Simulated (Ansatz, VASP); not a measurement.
**CoSi: VASP beside Ansatz**

```
Co Si
1.0
     4.20287    0.00000    0.00000
     0.00000    4.20287    0.00000
     0.00000    0.00000    4.20287
Co Si
4 4
Cartesian
  0.6237 0.6237 0.6237
  1.4777 3.5791 2.7252
  2.7252 1.4777 3.5791
  3.5791 2.7252 1.4777
  3.5495 3.5495 3.5495
  2.7548 0.6534 1.4480
  1.4480 2.7548 0.6534
  0.6534 1.4480 2.7548
```

Alike in both runs: functional PBEsol; k mesh 8 × 8 × 8; occupations gaussian, width 0.1 eV; no spin polarisation.

Ansatz relaxed the structure, and its values are those at the end. VASP's run is a single point on that final structure, the one shown.

|  | VASP | Ansatz |
| --- | --- | --- |
| version | VASP 6.6.1 | Ansatz 0.2.0 |
| potentials or method | VASP PAW PBE potentials, release 64 (Co, Si), cutoff 520 eV | scalar-relativistic, plane waves, PAW |
| valence electrons in the cell | 52 | 84 |

```tsv
	VASP	Ansatz	Ansatz less VASP
gap on the k mesh at the Fermi level (eV)	none	none	-
rms of the force components (eV/Å)	0.003	0.000	-0.0026
```

VASP's potentials were made for PBE, not for PBEsol. A gap of «none» marks a metal or a gap that the smearing closes. VASP's potentials hold 52 valence electrons a cell and Ansatz's 84, so a difference there can come from the potentials and not from the codes. Ansatz's warnings: stress scf threshold loose.
